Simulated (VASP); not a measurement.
# TiSi16 (a cell with a defect) in VASP: single point with LDA

Aim: the single point of TiSi16 (a cell with a defect) with LDA.

All numbers are computed with VASP 6.6.1; they aren't measurements. Logs are shortened: lines on timing, memory, paths and dates and some standing lists are left out, and cuts for length are marked.

### Step 1. The cell of the first run

The cell holds a defect, 17 atoms: a = 7.679 Å, b = 7.679 Å, c = 7.679 Å, α = 60.00°, β = 60.00°, γ = 60.00°.

### Step 2. Single point, LDA

Input file INCAR:

```
SYSTEM = TiSi16
ALGO = Normal
EDIFF = 1E-7
ENCUT = 520
ISIF = 2
ISMEAR = -1
LASPH = .TRUE.
LCHARG = .FALSE.
LREAL = Auto
LWAVE = .FALSE.
NBANDS = 52
NELM = 80
PREC = Accurate
SIGMA = 0.05
```

Input file KPOINTS:

```
k-points
0
G
  2 2 2
  0 0 0
```

Input file POSCAR:

```
TiSi16
1.0
    0.0000000000      5.4300000000      5.4300000000
    5.4300000000      0.0000000000      5.4300000000
    5.4300000000      5.4300000000      0.0000000000
Si Ti
16 1
Direct
    0.0023289140      0.0021087766      0.0010349737
    0.1258692117      0.1256210649      0.1244773664
    0.0022793616      0.0020814164      0.4949720520
    0.1226009951      0.1225272579      0.6276453401
    0.0019950643      0.4961261450      0.0011110949
    0.1219481030      0.6288320810      0.1219131547
   -0.0108160100      0.5040306055      0.5034540065
    0.1217222065      0.6287925190      0.6276879054
    0.4963798366      0.0017737705      0.0010846551
    0.6290623903      0.1218071446      0.1218440902
    0.5041227374     -0.0109491324      0.5034562694
    0.6289961750      0.1216073799      0.6276421901
    0.5037225926      0.5036335437     -0.0109908309
    0.6286039424      0.6283567731      0.1214644268
    0.5036221918      0.5035689822      0.5036536633
    0.6250147972      0.6248868549      0.6249425102
    0.3754830905      0.3752971172      0.3747036320
```

Potentials or basis: VASP PAW LDA potentials, release 64 (Si, Ti_sv).

On the command line:

```console
$ cat potpaw_LDA.64/Si/POTCAR potpaw_LDA.64/Ti_sv/POTCAR > POTCAR
$ mpirun -np 1 vasp_std > vasp.out
```

OUTCAR:

```text
SYSTEM = TiSi16
   EDIFF = 1E-7
   ENCUT = 520
   ISIF = 2
   ISMEAR = -1
   LASPH = .TRUE.
   LREAL = Auto
   NELM = 80
   PREC = Accurate

 ion  position               nearest neighbor table
   1  0.002  0.002  0.001-   2 2.32  10 2.34   6 2.34   4 2.34
   2  0.126  0.126  0.124-   3 2.32   1 2.32   5 2.32   9 2.32
   3  0.002  0.002  0.495-   2 2.32  12 2.34   8 2.34   4 2.34
   4  0.123  0.123  0.628-   1 2.34   3 2.34   7 2.39  11 2.39  17 2.75
   5  0.002  0.496  0.001-   2 2.32  14 2.34   8 2.34   6 2.34
   6  0.122  0.629  0.122-   1 2.34   5 2.34   7 2.39  13 2.39  17 2.75
   7  0.989  0.504  0.503-  16 2.28   4 2.39   8 2.39   6 2.39  17 2.42
   8  0.122  0.629  0.628-   3 2.34   5 2.34   7 2.39  15 2.39  17 2.75
   9  0.496  0.002  0.001-   2 2.32  14 2.34  12 2.34  10 2.34
  10  0.629  0.122  0.122-   1 2.34   9 2.34  11 2.39  13 2.39  17 2.75
  11  0.504  0.989  0.503-  16 2.28   4 2.39  10 2.39  12 2.39  17 2.42
  12  0.629  0.122  0.628-   3 2.34   9 2.34  11 2.39  15 2.40  17 2.75
  13  0.504  0.504  0.989-  16 2.28   6 2.39  10 2.39  14 2.40  17 2.42
  14  0.629  0.628  0.121-   5 2.34   9 2.34  13 2.40  15 2.40  17 2.75
  15  0.504  0.504  0.504-  16 2.28   8 2.39  12 2.40  14 2.40  17 2.42
  16  0.625  0.625  0.625-  15 2.28  13 2.28  11 2.28   7 2.28
  17  0.375  0.375  0.375-  15 2.42  13 2.42  11 2.42   7 2.42   4 2.75  14 2.75   6 2.75  10 2.75
                            12 2.75   8 2.75

  LATTYP: Found a face centered cubic cell.
 ALAT       =    10.8600000000

  Lattice vectors:

 A1 = (   0.0000000000,   5.4300000000,   5.4300000000)
 A2 = (   5.4300000000,   0.0000000000,   5.4300000000)
 A3 = (   5.4300000000,   5.4300000000,   0.0000000000)

Analysis of symmetry for initial positions (statically):
=====================================================================
 Subroutine PRICEL returns:
 Original cell was already a primitive cell.

 Routine SETGRP: Setting up the symmetry group for a
 face centered cubic supercell.

 Subroutine GETGRP returns: Found  1 space group operations
 (whereof  1 operations were pure point group operations)
 out of a pool of 48 trial point group operations.

The static configuration has the point symmetry C_1 .

Analysis of symmetry for dynamics (positions and initial velocities):
=====================================================================
 Subroutine PRICEL returns:
 Original cell was already a primitive cell.

 Routine SETGRP: Setting up the symmetry group for a
 face centered cubic supercell.

 Subroutine GETGRP returns: Found  1 space group operations
 (whereof  1 operations were pure point group operations)
 out of a pool of 48 trial point group operations.

The dynamic configuration has the point symmetry C_1 .

 Subroutine INISYM returns: Found  1 space group operations
 (whereof  1 operations are pure point group operations),
 and found     1 'primitive' translations

----------------------------------------------------------------------------------------

                                     Primitive cell

  volume of cell :     320.2060

  direct lattice vectors                    reciprocal lattice vectors
     0.000000000  5.430000000  5.430000000    -0.092081031  0.092081031  0.092081031
     5.430000000  0.000000000  5.430000000     0.092081031 -0.092081031  0.092081031
     5.430000000  5.430000000  0.000000000     0.092081031  0.092081031 -0.092081031

  length of vectors
     7.679179644  7.679179644  7.679179644     0.159489025  0.159489025  0.159489025

  position of ions in fractional coordinates (direct lattice)
     0.002328914  0.002108777  0.001034974
     0.125869212  0.125621065  0.124477366
     0.002279362  0.002081416  0.494972052
     0.122600995  0.122527258  0.627645340
     0.001995064  0.496126145  0.001111095
     0.121948103  0.628832081  0.121913155
[... 9 lines left out ...]
     0.625014797  0.624886855  0.624942510
     0.375483090  0.375297117  0.374703632

  ion indices of the primitive-cell ions
   primitive index   ion index
                 1           1
                 2           2
                 3           3
                 4           4
                 5           5
                 6           6
[... 9 lines left out ...]
                16          16
                17          17

----------------------------------------------------------------------------------------

 KPOINTS: k-points

Automatic generation of k-mesh.
 Grid dimensions read from file:
 generate k-points for:    2    2    2

 Generating k-lattice:

  Cartesian coordinates                     Fractional coordinates (reciprocal lattice)
    -0.046040516  0.046040516  0.046040516     0.500000000  0.000000000  0.000000000
     0.046040516 -0.046040516  0.046040516     0.000000000  0.500000000  0.000000000
     0.046040516  0.046040516 -0.046040516     0.000000000  0.000000000  0.500000000

  Length of vectors
     0.079744512  0.079744512  0.079744512

  Shift w.r.t. Gamma in fractional coordinates (k-lattice)
     0.000000000  0.000000000  0.000000000

 Subroutine IBZKPT returns following result:
 ===========================================

 Found      8 irreducible k-points:

 Following reciprocal coordinates:
            Coordinates               Weight
  0.000000  0.000000  0.000000      1.000000
  0.500000  0.000000  0.000000      1.000000
  0.000000  0.500000  0.000000      1.000000
  0.000000  0.000000  0.500000      1.000000
  0.500000  0.500000  0.500000      1.000000
  0.500000  0.500000  0.000000      1.000000
  0.000000  0.500000  0.500000      1.000000
  0.500000  0.000000  0.500000      1.000000
   k-points           NKPTS =      8   k-points in BZ     NKDIM =      8   number of bands    NBANDS=     52
   number of dos      NEDOS =    301   number of ions     NIONS =     17
   total plane-waves  NPLWV = 216000
   dimension x,y,z NGX =    60 NGY =   60 NGZ =   60
   dimension x,y,z NGXF=   120 NGYF=  120 NGZF=  120
   ions per type =              16   1
   NGX,Y,Z   is equivalent  to a cutoff of  12.99, 12.99, 12.99 a.u.
   NGXF,Y,Z  is equivalent  to a cutoff of  25.98, 25.98, 25.98 a.u.
 SYSTEM =  TiSi16
   PREC   = accura    normal or accurate (medium, high low for compatibility)
   ISTART =      0    job   : 0-new  1-cont  2-samecut
   ICHARG =      2    charge: 1-file 2-atom 10-const
   ISPIN  =      1    spin polarized calculation?
   LNONCOLLINEAR =      F non collinear calculations
   LSORBIT =      F    spin-orbit coupling
   LASPH  =      T    aspherical Exc in radial PAW
   ENCUT  =  520.0 eV  38.22 Ry    6.18 a.u.  14.28 14.28 14.28*2*pi/ulx,y,z
   NELM   =     80;   NELMIN=  2; NELMDL= -5     # of ELM steps
   EDIFF  = 0.1E-06   stopping-criterion for ELM
   LREAL  =      T    real-space projection
   EDIFFG = 0.1E-05   stopping-criterion for IOM
   NSW    =      0    number of steps for IOM
   IBRION =     -1    ionic relax: 0-MD 1-quasi-New 2-CG
   NFREE  =      0    steps in history (QN), initial steepest desc. (CG)
   ISIF   =      2    stress and relaxation
   ISYM   =      2    0-nonsym 1-usesym 2-fastsym
   POTIM  = 0.5000    time-step for ionic-motion
   TEBEG  =    0.0;   TEEND  =   0.0 temperature during run
   PSTRESS=    0.0 pullay stress
   NELECT =      76.0000    total number of electrons
   NUPDOWN=      -1.0000    fix difference up-down
   EMIN   =  10.00;   EMAX   =-10.00  energy-range for DOS
   EFERMI =   0.00;   METHOD = LEGACY
   ISMEAR =    -1;   SIGMA  =   0.05  broadening in eV -4-tet -1-fermi 0-gaus
   EFERMI_NEDOS =   21; number of points for ismear=-14 and -15
   IALGO  =     38    algorithm
   IMIX   =      4    mixing-type and parameters
     AMIX     =   0.40;   BMIX     =  1.00
     AMIX_MAG =   1.60;   BMIX_MAG =  1.00
  volume/ion in A,a.u.               =      18.84       127.11
  Fermi-wavevector in a.u.,A,eV,Ry     =   1.013607  1.915439 13.978610  1.027399
  Thomas-Fermi vector in A             =   2.146786
   LORBIT       =      0    0 simple, 1 ext, 2 COOP (PROOUT), +10 PAW based schemes
   GGA     = CA    functional components
   LHFCALC =     F    Hartree Fock is set to
   AEXX    =    0.0000 exact exchange contribution
   IVDW    =     0    specifies the selected vdW correction
   LEPSILON=     F    determine dielectric tensor
   LRPA    =     F    only Hartree local field effects (RPA)
 non-spin polarized calculation
  energy-cutoff  :      520.00
  volume of cell :      320.21
 maximum number of plane-waves:      8646
 NGX is ok and might be reduce to    60
   NGX = 29   NGY = 29   NGZ = 29

 number of electron      75.9999998 magnetization

 Free energy of the ion-electron system (eV)
  ---------------------------------------------------
  ext. energy  EPLUGINS =         0.00000000
  ---------------------------------------------------
  free energy    TOTEN  =      -102.09018117 eV

  energy without entropy =     -101.99512757  energy(sigma->0) =     -102.04265437

 E-fermi :   6.8050     XC(G=0):  -9.9267

 val. band max:        6.7720708034   @ k =   0.5000   0.5000   0.0000
 cond. band min:       6.8460142493   @ k =   0.0000   0.0000   0.5000
 fundamental gap:      0.0739434459
 Fermi energy:         6.8050345984

 k-point     1 :       0.0000    0.0000    0.0000
  band No.  band energies     occupation
      1     -49.2543      2.00000
      2     -26.0179      2.00000
      3     -26.0176      2.00000
      4     -26.0174      2.00000
      5      -5.7682      2.00000
      6      -3.5470      2.00000
[... 42 lines left out ...]
     49       8.0736      0.00000
     50       8.3738      0.00000

 k-point     2 :       0.5000    0.0000    0.0000
  band No.  band energies     occupation
      1     -49.2543      2.00000
      2     -26.0179      2.00000
      3     -26.0176      2.00000
      4     -26.0174      2.00000
      5      -5.0585      2.00000
      6      -4.8514      2.00000
[... 310 lines left out ...]
 k-point     8 :       0.5000    0.0000    0.5000
  band No.  band energies     occupation
      1     -49.2543      2.00000
      2     -26.0179      2.00000
      3     -26.0176      2.00000
      4     -26.0174      2.00000
      5      -4.7343      2.00000
      6      -4.6566      2.00000
[... 42 lines left out ...]
     49       9.7369      0.00000
     50      10.4194      0.00000
 [bands above 50 left out]

------------------------ aborting loop because EDIFF is reached ----------------------------------------

  FORCE on cell =-STRESS in cart. coord.  units (eV):
  Direction    XX          YY          ZZ          XY          YZ          ZX
  --------------------------------------------------------------------------------------
  -------------------------------------------------------------------------------------
  Total        0.2528730      0.2554323      0.3063638     -0.0202997      0.0073795     -0.0007692
  in kB        1.2652709      1.2780768      1.5329166     -0.1015714      0.0369240     -0.0038485
  external PRESSURE =       1.3587548 kB  Pullay stress =       0.0000000 kB

 VOLUME and BASIS-vectors are now :
 -----------------------------------------------------------------------------
  energy-cutoff  :      520.00
  volume of cell :      320.21
      direct lattice vectors                 reciprocal lattice vectors
     0.000000000  5.430000000  5.430000000    -0.092081031  0.092081031  0.092081031
     5.430000000  0.000000000  5.430000000     0.092081031 -0.092081031  0.092081031
     5.430000000  5.430000000  0.000000000     0.092081031  0.092081031 -0.092081031

 POSITION                                       TOTAL-FORCE (eV/Angst)
 -----------------------------------------------------------------------------------
      0.01707      0.01827      0.02410        -0.002210     -0.002956     -0.006374
      1.35803      1.35938      1.36559        -0.000627     -0.000869     -0.004500
      2.69900      2.70008      0.02368         0.004592      0.003639     -0.007989
      4.07344      4.07384      1.33105        -0.002804     -0.000880     -0.027707
      2.70000      0.01687      2.70480         0.008050     -0.009901      0.005103
      4.07655      1.32417      4.07674        -0.010814     -0.006011     -0.000324
[... 9 lines left out ...]
      6.78657      6.78727      6.78697         0.001484      0.000171     -0.000572
      4.07250      4.07351      4.07674        -0.004788     -0.003809     -0.011617
 -----------------------------------------------------------------------------------
    total drift:                               -0.000662      0.002157      0.004397

  FREE ENERGIE OF THE ION-ELECTRON SYSTEM (eV)
  ---------------------------------------------------
  free  energy   TOTEN  =      -102.0901811672 eV

  energy  without entropy=     -101.9951275662  energy(sigma->0) =     -102.04265437
```

Wall time 5 min (1 thread of AMD EPYC 7R43 (Zen 3), shared host); peak memory 0.34 GiB.

What came out:

```yaml
Free_energy: -102.0902 eV
Pressure: 0.1 GPa
Largest_force: 0.028 eV/Å
Band_gap_on_the_k_mesh: zero (band 38 reaches 6.85 eV, above the bottom of band 39 at 6.44 eV)
```

Forces on the atoms (eV/Å):
```
Si  -0.002 -0.003 -0.006
Si  -0.001 -0.001 -0.004
Si   0.005  0.004 -0.008
Si  -0.003 -0.001 -0.028
Si   0.008 -0.010  0.005
Si  -0.011 -0.006  0.000
Si  -0.003  0.007  0.021
Si   0.001  0.011  0.003
Si  -0.010  0.009  0.006
Si  -0.003 -0.011 -0.002
Si   0.007 -0.003  0.024
Si   0.011 -0.002  0.001
Si   0.013  0.016  0.006
Si   0.002  0.001 -0.011
Si  -0.012 -0.009  0.006
Si   0.001  0.000 -0.001
Ti  -0.005 -0.004 -0.012
```

Caveat: the k points lie up to 0.50 Å⁻¹ apart.
